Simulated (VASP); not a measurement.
Input of a VASP 6.6.1 run:

Contents of INCAR:

```
SYSTEM = Ge
PREC     = Accurate       ! precision mode
ENCUT    = 520            ! plane-wave cutoff, eV
EDIFF    = 1E-7           ! SCF threshold, eV
ISMEAR   = 0              ! smearing method
SIGMA    = 0.1            ! smearing width, eV
LREAL    = .False.        ! projectors in reciprocal space
LASPH    = .True.         ! aspherical terms in the spheres
NELM     = 60             ! most SCF steps
ALGO     = Normal         ! electronic algorithm
ISIF     = 2              ! what is computed and relaxed
LWAVE    = .False.        ! write WAVECAR
LCHARG   = .False.        ! write CHGCAR
LDIPOL   = .True.       
IDIPOL   = 3            
DIPOL    = 0.5 0.5 0.500
GGA      = CA             ! functional
NBANDS   = 21             ! bands
```

The input KPOINTS:

```
Automatic mesh
0
Gamma
  12 12 1
  0 0 0
```

File POSCAR:

```
Ge
1.0
    4.0220000000      0.0000000000      0.0000000000
   -2.0110000000      3.4831541740      0.0000000000
    0.0000000000      0.0000000000     28.0000000000
Ge
2
Direct
    0.3333333333      0.6666666667      0.5178571429
    0.6666666667      0.3333333333      0.4821428571
```

Potentials or basis: VASP PAW LDA potentials, release 64 (Ge_d).

Launch:

```sh
$ cat potpaw_LDA.64/Ge_d/POTCAR > POTCAR
$ mpirun -np 1 vasp_std > vasp.out
```

Task: Predict the largest force.

Result: 1.533 eV/Å.

Task: What does it give for the band gap on the k mesh?

Result: Zero (band 14 reaches -3.25 eV, above the bottom of band 15 at -3.83 eV).

Forces on the atoms (eV/Å):
```
Ge   0.000  0.000 -1.533
Ge   0.000  0.000  1.533
```
